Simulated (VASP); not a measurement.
# AlN (F-43m) in VASP: single point with PBEsol

Aim: the single point of AlN with PBEsol.

Program: VASP 6.6.1. These are calculated values, not measurements. Logs are shortened: lines on timing, memory, paths and dates and some standing lists are left out, and cuts for length are marked.

## 1. The cell of the first run

It takes space group F-43m (No. 216, cubic). Conventional cell: a = 4.378 Å, b = 4.378 Å, c = 4.378 Å, α = 90.00°, β = 90.00°, γ = 90.00°. Within 2.5 Å of Al (site symmetry -43m) lie 4 N at 1.90 Å. Within 2.5 Å of N (site symmetry -43m) lie 4 Al at 1.90 Å.

## 2. Single point, PBEsol

The input, INCAR:

```
SYSTEM = AlN
PREC     = Accurate       ! precision mode
ENCUT    = 520            ! plane-wave cutoff, eV
EDIFF    = 1E-6           ! SCF threshold, eV
ISMEAR   = -1             ! smearing method
SIGMA    = 0.05           ! smearing width, eV
LREAL    = Auto         
LASPH    = .True.         ! aspherical terms in the spheres
NELM     = 60             ! most SCF steps
ALGO     = Normal         ! electronic algorithm
ISIF     = 2              ! what is computed and relaxed
LWAVE    = .False.        ! write WAVECAR
LCHARG   = .False.        ! write CHGCAR
GGA      = PS             ! functional
NBANDS   = 166            ! bands
ISYM     = 0
```

The input, KPOINTS:

```
Automatic mesh
0
Gamma
  1 1 1
  0.25 0.25 0.25
```

The input, POSCAR:

```
AlN
1.0
    8.7554440000      0.0000000000      0.0000000000
    0.0000000000      8.7554440000      0.0000000000
    0.0000000000      0.0000000000      8.7554440000
Al N
32 32
Direct
    0.0000000000      0.0000000000      0.0000000000
    0.0000000000      0.0000000000      0.5000000000
    0.0000000000      0.5000000000      0.0000000000
    0.0000000000      0.5000000000      0.5000000000
    0.5000000000      0.0000000000      0.0000000000
    0.5000000000      0.0000000000      0.5000000000
    0.5000000000      0.5000000000      0.0000000000
    0.5000000000      0.5000000000      0.5000000000
    0.2500000000      0.2500000000      0.0000000000
    0.2500000000      0.2500000000      0.5000000000
    0.2500000000      0.7500000000      0.0000000000
    0.2500000000      0.7500000000      0.5000000000
    0.7500000000      0.2500000000      0.0000000000
    0.7500000000      0.2500000000      0.5000000000
    0.7500000000      0.7500000000      0.0000000000
    0.7500000000      0.7500000000      0.5000000000
    0.2500000000      0.0000000000      0.2500000000
    0.2500000000      0.0000000000      0.7500000000
    0.2500000000      0.5000000000      0.2500000000
    0.2500000000      0.5000000000      0.7500000000
    0.7500000000      0.0000000000      0.2500000000
    0.7500000000      0.0000000000      0.7500000000
    0.7500000000      0.5000000000      0.2500000000
    0.7500000000      0.5000000000      0.7500000000
    0.0000000000      0.2500000000      0.2500000000
    0.0000000000      0.2500000000      0.7500000000
    0.0000000000      0.7500000000      0.2500000000
    0.0000000000      0.7500000000      0.7500000000
    0.5000000000      0.2500000000      0.2500000000
    0.5000000000      0.2500000000      0.7500000000
    0.5000000000      0.7500000000      0.2500000000
    0.5000000000      0.7500000000      0.7500000000
    0.1250000000      0.1250000000      0.1250000000
    0.1250000000      0.1250000000      0.6250000000
    0.1250000000      0.6250000000      0.1250000000
    0.1250000000      0.6250000000      0.6250000000
    0.6250000000      0.1250000000      0.1250000000
    0.6250000000      0.1250000000      0.6250000000
    0.6250000000      0.6250000000      0.1250000000
    0.6250000000      0.6250000000      0.6250000000
    0.3750000000      0.3750000000      0.1250000000
    0.3750000000      0.3750000000      0.6250000000
    0.3750000000      0.8750000000      0.1250000000
    0.3750000000      0.8750000000      0.6250000000
    0.8750000000      0.3750000000      0.1250000000
    0.8750000000      0.3750000000      0.6250000000
    0.8750000000      0.8750000000      0.1250000000
    0.8750000000      0.8750000000      0.6250000000
    0.3750000000      0.1250000000      0.3750000000
    0.3750000000      0.1250000000      0.8750000000
    0.3750000000      0.6250000000      0.3750000000
    0.3750000000      0.6250000000      0.8750000000
    0.8750000000      0.1250000000      0.3750000000
    0.8750000000      0.1250000000      0.8750000000
    0.8750000000      0.6250000000      0.3750000000
    0.8750000000      0.6250000000      0.8750000000
    0.1250000000      0.3750000000      0.3750000000
    0.1250000000      0.3750000000      0.8750000000
    0.1250000000      0.8750000000      0.3750000000
    0.1250000000      0.8750000000      0.8750000000
    0.6250000000      0.3750000000      0.3750000000
    0.6250000000      0.3750000000      0.8750000000
    0.6250000000      0.8750000000      0.3750000000
    0.6250000000      0.8750000000      0.8750000000
```

Potentials or basis: VASP PAW PBE potentials, release 64 (Al, N).

Run with:

```bash
$ cat potpaw_PBE.64/Al/POTCAR potpaw_PBE.64/N/POTCAR > POTCAR
$ mpirun -np 1 vasp_std > vasp.out
```

OUTCAR:

```text
SYSTEM = AlN
   PREC = Accurate
   ENCUT = 520
   EDIFF = 1E-6
   ISMEAR = -1
   LREAL = Auto
   LASPH = .True.
   NELM = 60
   ISIF = 2
   GGA = PS
   ISYM = 0

 ion  position               nearest neighbor table
   1  0.000  0.000  0.000-  33 1.90  47 1.90  54 1.90  60 1.90  17 3.10  18 3.10  21 3.10  22 3.10
                            25 3.10  26 3.10  27 3.10  28 3.10   9 3.10  11 3.10  13 3.10  15 3.10
   2  0.000  0.000  0.500-  34 1.90  48 1.90  53 1.90  59 1.90  17 3.10  18 3.10  21 3.10  22 3.10
                            25 3.10  26 3.10  27 3.10  28 3.10  10 3.10  12 3.10  14 3.10  16 3.10
   3  0.000  0.500  0.000-  35 1.90  45 1.90  56 1.90  58 1.90  19 3.10  20 3.10  23 3.10  24 3.10
                            25 3.10  26 3.10  27 3.10  28 3.10   9 3.10  11 3.10  13 3.10  15 3.10
   4  0.000  0.500  0.500-  36 1.90  46 1.90  55 1.90  57 1.90  19 3.10  20 3.10  23 3.10  24 3.10
                            25 3.10  26 3.10  27 3.10  28 3.10  10 3.10  12 3.10  14 3.10  16 3.10
   5  0.500  0.000  0.000-  37 1.90  43 1.90  50 1.90  64 1.90  17 3.10  18 3.10  21 3.10  22 3.10
                            29 3.10  30 3.10  31 3.10  32 3.10   9 3.10  11 3.10  13 3.10  15 3.10
   6  0.500  0.000  0.500-  38 1.90  44 1.90  49 1.90  63 1.90  17 3.10  18 3.10  21 3.10  22 3.10
                            29 3.10  30 3.10  31 3.10  32 3.10  10 3.10  12 3.10  14 3.10  16 3.10
   7  0.500  0.500  0.000-  39 1.90  41 1.90  52 1.90  62 1.90  19 3.10  20 3.10  23 3.10  24 3.10
                            29 3.10  30 3.10  31 3.10  32 3.10   9 3.10  11 3.10  13 3.10  15 3.10
   8  0.500  0.500  0.500-  40 1.90  42 1.90  51 1.90  61 1.90  19 3.10  20 3.10  23 3.10  24 3.10
                            29 3.10  30 3.10  31 3.10  32 3.10  10 3.10  12 3.10  14 3.10  16 3.10
   9  0.250  0.250  0.000-  33 1.90  41 1.90  50 1.90  58 1.90  17 3.10  18 3.10  19 3.10  20 3.10
[... 77 lines left out ...]
  63  0.625  0.875  0.375-   6 1.90  16 1.90  21 1.90  31 1.90
  64  0.625  0.875  0.875-   5 1.90  15 1.90  22 1.90  32 1.90

IMPORTANT INFORMATION: All symmetrisations will be switched off!
NOSYMM: (Re-)initialisation of all symmetry stuff for point group C_1.

----------------------------------------------------------------------------------------

                                     Primitive cell

  volume of cell :     671.1731

  direct lattice vectors                    reciprocal lattice vectors
     8.755444000  0.000000000  0.000000000     0.114214653  0.000000000  0.000000000
     0.000000000  8.755444000  0.000000000     0.000000000  0.114214653  0.000000000
     0.000000000  0.000000000  8.755444000     0.000000000  0.000000000  0.114214653

  length of vectors
     8.755444000  8.755444000  8.755444000     0.114214653  0.114214653  0.114214653

  position of ions in fractional coordinates (direct lattice)
     0.000000000  0.000000000  0.000000000
     0.000000000  0.000000000  0.500000000
     0.000000000  0.500000000  0.000000000
     0.000000000  0.500000000  0.500000000
     0.500000000  0.000000000  0.000000000
[... 193 lines left out ...]
   EFERMI_NEDOS =   21; number of points for ismear=-14 and -15
   IALGO  =     38    algorithm
   IMIX   =      4    mixing-type and parameters
     AMIX     =   0.40;   BMIX     =  1.00
     AMIX_MAG =   1.60;   BMIX_MAG =  1.00
  volume/ion in A,a.u.               =      10.49        70.77
  Fermi-wavevector in a.u.,A,eV,Ry     =   1.187253  2.243583 19.178363  1.409570
  Thomas-Fermi vector in A             =   2.323408
   LORBIT       =      0    0 simple, 1 ext, 2 COOP (PROOUT), +10 PAW based schemes
   GGA     = PS    functional components
   LHFCALC =     F    Hartree Fock is set to
   AEXX    =    0.0000 exact exchange contribution
   IVDW    =     0    specifies the selected vdW correction
   LEPSILON=     F    determine dielectric tensor
   LRPA    =     F    only Hartree local field effects (RPA)
 non-spin polarized calculation
  energy-cutoff  :      520.00
  volume of cell :      671.17
 maximum number of plane-waves:     18052
 NGX is ok and might be reduce to    70
   NGX = 33   NGY = 33   NGZ = 33

 number of electron     255.9999923 magnetization

 Free energy of the ion-electron system (eV)
  ---------------------------------------------------
  ext. energy  EPLUGINS =         0.00000000
  ---------------------------------------------------
  free energy    TOTEN  =      -499.56916300 eV

  energy without entropy =     -499.56916300  energy(sigma->0) =     -499.56916300

 E-fermi :   7.0218     XC(G=0): -11.1000

 val. band max:        5.7362757224   @ k =  -0.2500  -0.2500   0.2500
 cond. band min:       9.8463896966   @ k =  -0.2500  -0.2500   0.2500
 fundamental gap:      4.1101139742
 Fermi energy:         7.0217707613

 k-point     1 :       0.2500    0.2500    0.2500
  band No.  band energies     occupation
      1      -8.8763      2.00000
      2      -8.3070      2.00000
      3      -8.3070      2.00000
      4      -8.3070      2.00000
      5      -7.8198      2.00000
      6      -7.8198      2.00000
[... 561 lines left out ...]
    139      11.4958      0.00000
    140      11.4958      0.00000
 [bands above 140 left out]

------------------------ aborting loop because EDIFF is reached ----------------------------------------

  FORCE on cell =-STRESS in cart. coord.  units (eV):
  Direction    XX          YY          ZZ          XY          YZ          ZX
  --------------------------------------------------------------------------------------
  -------------------------------------------------------------------------------------
  Total       -0.2083358     -0.2083353     -0.2083368     -0.0000318      0.0000114      0.0000060
  in kB       -0.4973246     -0.4973234     -0.4973270     -0.0000759      0.0000271      0.0000144
  external PRESSURE =      -0.4973250 kB  Pullay stress =       0.0000000 kB

 VOLUME and BASIS-vectors are now :
 -----------------------------------------------------------------------------
  energy-cutoff  :      520.00
  volume of cell :      671.17
      direct lattice vectors                 reciprocal lattice vectors
     8.755444000  0.000000000  0.000000000     0.114214653  0.000000000  0.000000000
     0.000000000  8.755444000  0.000000000     0.000000000  0.114214653  0.000000000
     0.000000000  0.000000000  8.755444000     0.000000000  0.000000000  0.114214653

 POSITION                                       TOTAL-FORCE (eV/Angst)
 -----------------------------------------------------------------------------------
      0.00000      0.00000      0.00000         0.000010     -0.000004      0.000006
      0.00000      0.00000      4.37772        -0.000000     -0.000007      0.000015
      0.00000      4.37772      0.00000         0.000006     -0.000013      0.000021
      0.00000      4.37772      4.37772         0.000012      0.000021     -0.000004
      4.37772      0.00000      0.00000        -0.000002      0.000005     -0.000031
      4.37772      0.00000      4.37772        -0.000016     -0.000071      0.000004
[... 56 lines left out ...]
      5.47215      7.66101      3.28329         0.000012     -0.000015     -0.000017
      5.47215      7.66101      7.66101         0.000019     -0.000015     -0.000016
 -----------------------------------------------------------------------------------
    total drift:                                0.000002      0.000001      0.000008

  FREE ENERGIE OF THE ION-ELECTRON SYSTEM (eV)
  ---------------------------------------------------
  free  energy   TOTEN  =      -499.5691629987 eV

  energy  without entropy=     -499.5691629987  energy(sigma->0) =     -499.56916300
```

It took 28 min on 1 thread of AMD EPYC 7R43 (Zen 3), shared host; peak memory 0.77 GiB.

What came out:

```yaml
Free_energy: -499.5692 eV
Pressure: 0.0 GPa
Band_gap_on_the_k_mesh: 4.11 eV
```

Caveat: the PAW data sets were made with another functional, which shifts forces and pressure a little; a shifted mesh leaves out Γ, where band edges can lie.
